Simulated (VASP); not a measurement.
Write the native input for VASP 6.6.1 that does the following.

```
Task                   : single point
Functional             : PBE
Potentials or basis    : VASP PAW PBE potentials, release 64 (Sm_3, Si), 4f in core
Cutoff                 : 500 eV
k mesh                 : 4 × 4 × 4
Occupations            : gaussian, width 0.1 eV
Spin                   : no spin polarisation
Dipole correction      : no
Mended                 : yes
Further INCAR settings : ALGO = Normal; EDIFF = 1e-06; NBANDS = 22
```

The structure of SmSi4 lies in POSCAR:

```
SmSi4
1.0
   -3.0731347000      3.0731347000      2.6252292700
    3.0731347000     -3.0731347000      2.6252292700
    3.0731347000      3.0731347000     -2.6252292700
Sm Si
1 4
Direct
    0.5000000000      0.5000000000      0.0000000000
    0.5000000000      0.8277870800      0.3277870800
    0.5000000000      0.1722129200      0.6722129200
    0.8277870800      0.5000000000      0.3277870800
    0.1722129200      0.5000000000      0.6722129200
```

The cell was built from a structure type or drawn by symmetry, and may not be a known phase.

One way to write it, as run:

INCAR

```
SYSTEM = SmSi4
PREC = Accurate
ENCUT = 500
EDIFF = 1E-6
ISMEAR = 0
SIGMA = 0.1
LREAL = .FALSE.
LASPH = .TRUE.
NELM = 200
ALGO = Normal
ISIF = 2
LWAVE = .FALSE.
LCHARG = .TRUE.
GGA = PE
LELF = .TRUE.
LVHAR = .TRUE.
NBANDS = 22
GGA_COMPAT = .FALSE.
LMAXMIX = 6
```

KPOINTS

```
regular mesh
0
G
  4 4 4
  0 0 0
```

Potentials or basis: VASP PAW PBE potentials, release 64 (Sm_3, Si), 4f in core.

Command:

```sh
$ cat potpaw_PBE.64/Sm_3/POTCAR potpaw_PBE.64/Si/POTCAR > POTCAR
$ mpirun -np 1 vasp_std > vasp.out
```

It gave:

```json
{
  "Pressure": "53.6 GPa",
  "Largest force": "8.026 eV/Å",
  "Band gap on the k mesh": "zero (an odd number of electrons rules out a gap without spin polarisation)"
}
```

Caveat: the k points lie up to 0.39 Å⁻¹ apart, too coarse for converged energies and pressures of a metal; spin-orbit coupling is left out, which moves the levels of the heavy elements; the 4f electrons are frozen in the core, so they carry no moment and show no levels; forces of over 1 eV/Å act on the atoms, so gaps and moduli don't describe the material at rest.

Run time: 21 s on 1 thread of Intel(R) Xeon(R) 6975P-C (Granite Rapids), on a shared host, peak memory 0.24 GiB.
